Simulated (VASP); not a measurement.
# P in VASP: a series of runs, part 3 of 3

VASP 6.6.1. Earlier steps stand in the parts before.

## Step 4: Relaxation of cell and atoms, PBE

Contents of INCAR:

```
SYSTEM = P
ALGO     = Normal         ! electronic algorithm
EDIFF    = 1E-6           ! SCF threshold, eV
EDIFFG   = -0.01          ! ionic threshold
ENCUT    = 600            ! plane-wave cutoff, eV
GGA      = PE             ! functional
IBRION   = 2              ! ionic algorithm
ISIF     = 3              ! what is computed and relaxed
ISMEAR   = 0              ! smearing method
LASPH    = .True.         ! aspherical terms in the spheres
LCHARG   = .False.        ! write CHGCAR
LREAL    = .False.        ! projectors in reciprocal space
LWAVE    = .False.        ! write WAVECAR
NELM     = 100            ! most SCF steps
NSW      = 100            ! ionic steps
PREC     = Accurate       ! precision mode
SIGMA    = 0.1            ! smearing width, eV
```

Contents of KPOINTS:

```
k-points
0
Gamma
  18 18 14
  0 0 0
```

Contents of POSCAR:

```
P
1.0
    3.0632161889      0.0000000000      0.0000000000
    0.0000000000      3.0632161889      0.0000000000
    0.0000000000      0.0000000000      3.9667258746
P
2
Direct
    0.5000000000      0.0000000000      0.8856622868
    0.0000000000      0.5000000000      0.1143377132
```

Potentials or basis: VASP PAW PBE potentials, release 64 (P).

Command:

```sh
cat potpaw_PBE.64/P/POTCAR > POTCAR
mpirun -np 1 vasp_std > vasp.out
```

OUTCAR:

```text
SYSTEM = P
   EDIFF = 1E-6
   EDIFFG = -0.01
   ENCUT = 600
   GGA = PE
   IBRION = 2
   ISIF = 3
   ISMEAR = 0
   LASPH = .True.
   LREAL = .False.
   NELM = 100
   NSW = 100
   PREC = Accurate

 ion  position               nearest neighbor table
   1  0.500  0.000  0.886-   2 2.35   2 2.35   2 2.35   2 2.35
   2  0.000  0.500  0.114-   1 2.35   1 2.35   1 2.35   1 2.35

  LATTYP: Found a simple tetragonal cell.
 ALAT       =     3.0632161889
 C/A-ratio  =     1.2949545935

  Lattice vectors:

 A1 = (   3.0632161889,   0.0000000000,   0.0000000000)
 A2 = (   0.0000000000,   3.0632161889,   0.0000000000)
 A3 = (   0.0000000000,   0.0000000000,   3.9667258746)

Analysis of symmetry for initial positions (statically):
=====================================================================
 Subroutine PRICEL returns:
 Original cell was already a primitive cell.

 Routine SETGRP: Setting up the symmetry group for a
 simple tetragonal supercell.

 Subroutine GETGRP returns: Found 16 space group operations
 (whereof  8 operations were pure point group operations)
 out of a pool of 16 trial point group operations.

The static configuration has the point symmetry D_2d.
 The point group associated with its full space group is D_4h.

Analysis of symmetry for dynamics (positions and initial velocities):
=====================================================================
 Subroutine PRICEL returns:
 Original cell was already a primitive cell.

 Routine SETGRP: Setting up the symmetry group for a
 simple tetragonal supercell.

 Subroutine GETGRP returns: Found 16 space group operations
 (whereof  8 operations were pure point group operations)
 out of a pool of 16 trial point group operations.

The dynamic configuration has the point symmetry D_2d.
 The point group associated with its full space group is D_4h.

 Subroutine INISYM returns: Found 16 space group operations
 (whereof  8 operations are pure point group operations),
 and found     1 'primitive' translations

[... 134 lines left out ...]

 number of electron      10.0000000 magnetization

 Free energy of the ion-electron system (eV)
  ---------------------------------------------------
  ext. energy  EPLUGINS =         0.00000000
  ---------------------------------------------------
  free energy    TOTEN  =        -9.87024852 eV

  energy without entropy =       -9.86563591  energy(sigma->0) =       -9.86794221

------------------------ aborting loop because EDIFF is reached ----------------------------------------

  FORCE on cell =-STRESS in cart. coord.  units (eV):
  Direction    XX          YY          ZZ          XY          YZ          ZX
  --------------------------------------------------------------------------------------
  -------------------------------------------------------------------------------------
  Total       -0.0693808     -0.0693808      0.0202346      0.0000000      0.0000000      0.0000000
  in kB       -2.9865011     -2.9865011      0.8709984      0.0000000      0.0000000      0.0000000
  external PRESSURE =      -1.7006679 kB  Pullay stress =       0.0000000 kB
[... 23 lines left out ...]
--------------------------------------- Ionic step        2  -------------------------------------------

 number of electron       9.9999999 magnetization

 E-fermi :   5.9930     XC(G=0):  -9.9838

 val. band max:        5.9927525851   @ k =   0.5000   0.1111   0.5000
 cond. band min:       5.9940364927   @ k =   0.3333   0.3333   0.5000
 fundamental gap:      0.0012839076
 Fermi energy:         5.9929626802

 k-point     1 :       0.0000    0.0000    0.0000
  band No.  band energies     occupation
      1      -9.3161      2.00000
      2       0.5869      2.00000
      3       3.9000      2.00000
      4       3.9000      2.00000
      5       4.5157      2.00000
      6       6.5791      0.00000
      7       9.2956      0.00000
      8      13.1401      0.00000
      9      13.1401      0.00000
[... 341 lines left out ...]
  FREE ENERGIE OF THE ION-ELECTRON SYSTEM (eV)
  ---------------------------------------------------
  free  energy   TOTEN  =        -9.8737954488 eV

  energy  without entropy=       -9.8688801437  energy(sigma->0) =       -9.87133780

[... ionic steps 4 to 10 ...]

--------------------------------------- Ionic step       11  -------------------------------------------

 number of electron       9.9999998 magnetization

------------------------ aborting loop because EDIFF is reached ----------------------------------------
[... 67 lines left out ...]
--------------------------------------- Ionic step       13  -------------------------------------------

 number of electron       9.9999998 magnetization

 Free energy of the ion-electron system (eV)
  ---------------------------------------------------
  ext. energy  EPLUGINS =         0.00000000
  ---------------------------------------------------
  free energy    TOTEN  =        -9.87423323 eV

  energy without entropy =       -9.86960031  energy(sigma->0) =       -9.87191677

 E-fermi :   6.2212     XC(G=0): -10.0837

 val. band max:        6.2166681638   @ k =   0.3889   0.0000   0.0000
 cond. band min:       6.2223994975   @ k =   0.5000   0.1111   0.2857
 fundamental gap:      0.0057313337
 Fermi energy:         6.2211895494

 k-point     1 :       0.0000    0.0000    0.0000
  band No.  band energies     occupation
      1      -9.1462      2.00000
      2       0.7786      2.00000
      3       4.1743      2.00000
      4       4.1743      2.00000
      5       4.5399      2.00000
      6       6.9181      0.00000
      7       9.5211      0.00000
      8      13.3423      0.00000
      9      13.3423      0.00000
[... 305 lines left out ...]
  FREE ENERGIE OF THE ION-ELECTRON SYSTEM (eV)
  ---------------------------------------------------
  free  energy   TOTEN  =        -9.8742332301 eV

  energy  without entropy=       -9.8696003106  energy(sigma->0) =       -9.87191677

 reached required accuracy - stopping structural energy minimisation
```

OSZICAR:

```text
N       E                     dE             d eps       ncg     rms          rms(c)
DAV:   1     0.272748272542E+02    0.27275E+02   -0.48590E+03  7920   0.105E+03
DAV:   2    -0.875081675178E+01   -0.36026E+02   -0.35168E+02 11404   0.128E+02
DAV:   3    -0.988723549646E+01   -0.11364E+01   -0.11222E+01 10296   0.261E+01
[... 80 lines left out ...]
       N       E                     dE             d eps       ncg     rms          rms(c)
DAV:   1    -0.987426050920E+01   -0.50452E-04   -0.87925E-04  8720   0.178E-01    0.286E-02
DAV:   2    -0.987424152422E+01    0.18985E-04   -0.28073E-05  8373   0.378E-02    0.169E-02
DAV:   3    -0.987423356225E+01    0.79620E-05   -0.20664E-05  8783   0.259E-02    0.393E-03
DAV:   4    -0.987423323005E+01    0.33220E-06   -0.26909E-07  4154   0.436E-03
  13 F= -.98742332E+01 E0= -.98719168E+01  d E =-.230896E-04
```

CONTCAR:

```text
P
   1.00000000000000
     3.0480227164719498    0.0000000000000000    0.0000000000000000
     0.0000000000000000    3.0480227164719498   -0.0000000000000000
     0.0000000000000000    0.0000000000000000    3.9283055778698501
  P
     2
Direct
     0.5000000000000000    0.0000000000000000    0.8792018834461112
     1.0000000000000000    0.5000000000000000    0.1207981165538888

  0.00000000E+00  0.00000000E+00  0.00000000E+00
  0.00000000E+00  0.00000000E+00  0.00000000E+00
```

Wall time 3.6 min (1 thread of Intel Xeon 6975P-C (Granite Rapids), shared host); peak memory 0.27 GiB.

Results:

```
Free energy                           : -9.8742 eV
Relaxed volume                        : 18.25 Å³/atom
Relaxed cell                          : a = 3.048 Å, b = 3.048 Å, c = 3.928 Å, α = 90.00°, β = 90.00°, γ = 90.00°
Space group after relaxing (to 0.1 Å) : P4/nmm (No. 129)
Energy gained by relaxing             : 2.0 meV/atom
Ionic steps                           : 13
Pressure after relaxing               : 0.0 GPa
Largest force after relaxing          : 0.007 eV/Å
Band gap on the k mesh                : zero (bands 5 and 6 overlap by 3.84 eV)
```

Forces on the atoms (eV/Å):
```
P    0.000  0.000  0.007
P    0.000  0.000 -0.007
```

Step by step:
```csv
step,energy change (eV),largest force (eV/Å),pressure (GPa),volume (Å³)
1,0.0000,0.1529,-0.17,37.22
2,-0.0021,0.0995,-0.16,37.11
3,-0.0035,0.0193,-0.14,36.94
4,-0.0036,0.0026,-0.15,36.90
5,-0.0036,0.0014,-0.15,36.89
6,-0.0037,0.0083,0.03,36.76
7,-0.0037,0.0142,0.16,36.67
8,-0.0038,0.0119,0.16,36.64
9,-0.0039,0.0050,0.15,36.56
10,-0.0039,0.0068,0.11,36.40
11,-0.0040,0.0020,0.12,36.47
12,-0.0040,0.0032,0.12,36.45
13,-0.0040,0.0074,0.04,36.50
```

Final structure:
```
P
1.0
     3.04802    0.00000    0.00000
     0.00000    3.04802    0.00000
     0.00000    0.00000    3.92831
P
2
Direct
  0.50000 0.00000 0.87920
  0.00000 0.50000 0.12080
```

Caveat: this functional lacks dispersion, which binds the layers, so the pressure and a relaxed spacing across them are unreliable.

## Step 5: Summary

| task | cell | k mesh | cutoff (eV) | gap on the mesh (eV) | pressure (GPa) | largest force (eV/Å) |
| --- | --- | --- | --- | --- | --- | --- |
| single point | a = 3.062, b = 3.064, c = 3.967 Å, 2 atoms, atomic positions A | 6 × 6 × 6 | 520 | none | -0.2 | 0.03 |
| single point | a = 3.053, b = 3.053, c = 3.921 Å, 2 atoms, atomic positions B | 18 × 18 × 14 | 520 | none | -0.3 | 0.02 |
| relaxation of cell and atoms | relaxed from a = 3.063, b = 3.063, c = 3.967 Å, 2 atoms, atomic positions A | 18 × 18 × 14 | 600 | none | 0.0 | 0.01 |

Alike in all rows: level PBE; potentials or basis VASP PAW PBE potentials, release 64 (P); no spin polarisation; smearing gaussian 0.1 eV.

Caveats: this functional lacks dispersion, which binds the layers, so the pressure and a relaxed spacing across them are unreliable.

Absolute energies hang on the potentials; compare differences alone.
